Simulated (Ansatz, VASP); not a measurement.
This is a calculation of Ba for Ansatz 0.2.0.

The input input.yaml:

```yaml
crystal:
  lattice:
    - [-2.47176, 2.477647, 2.448514]
    - [2.565311, -2.52802, 2.592438]
    - [2.450657, 2.506917, -2.498887]
  atoms:
    - { symbol: Ba, position: [-0.001075, 0.004745, -0.011468] }
kpoints:
  mp_grid: { grid: [8, 8, 8] }
scf:
  occupations: { method: fermi_dirac, width: 0.05 }
hamiltonian:
  xc: pbesol
  pseudopotentials: { kind: all_electron, lapw: { basis_error: 0.001 } }
output:
  forces: true
  stress: true
  eigenvalues: true
  populations: true
```

Potentials or basis: all-electron LAPW, scalar-relativistic.

Command:

```bash
$ ansatz run input.yaml --threads 1 --pin off --max-ram 3072MiB --backend cpu --events-out ev --progress --plain --runs-dir out
```

Q: Set up the same calculation for VASP 6.6.1. Potentials there: VASP PAW PBE potentials, release 64 (Ba_sv).

A: As run (the cutoff follows the program's own potentials):

File INCAR:

```
  PREC = Accurate
  ENCUT = 520
  EDIFF = 1E-6
  ISMEAR = -1
  SIGMA = 0.05
  LREAL = F
  LASPH = T
  NELM = 100
  ALGO = Fast
  ISIF = 2
  LWAVE = F
  LCHARG = T
  GGA = PS
  LELF = T
  LVHAR = T
  NBANDS = 11
```

Contents of KPOINTS:

```
regular mesh
0
Gamma
  8 8 8
```

File POSCAR:

```
Ba
1.0
   -2.4717600000      2.4776470000      2.4485140000
    2.5653110000     -2.5280200000      2.5924380000
    2.4506570000      2.5069170000     -2.4988870000
Ba
1
Direct
   -0.0010750000      0.0047450000     -0.0114680000
```

Potentials or basis: VASP PAW PBE potentials, release 64 (Ba_sv).

Run with:

```sh
$ cat potpaw_PBE.64/Ba_sv/POTCAR > POTCAR
$ mpirun -np 1 vasp_std > vasp.out
```

Both were run:

|  | VASP | Ansatz | Ansatz less VASP |
| --- | --- | --- | --- |
| gap on the k mesh at the Fermi level (eV) | none | none | - |
| pressure (GPa) | -0.6 | -0.7 | -0.06 |
| traceless stress, the component that is largest in VASP (GPa) | -0.40 | -0.39 | +0.002 |

VASP's potentials were made for PBE, not for PBEsol. A gap of «none» marks a metal or a gap that the smearing closes. Ansatz ran all-electron here, and VASP with PAW potentials.

Spin-orbit coupling is off throughout.
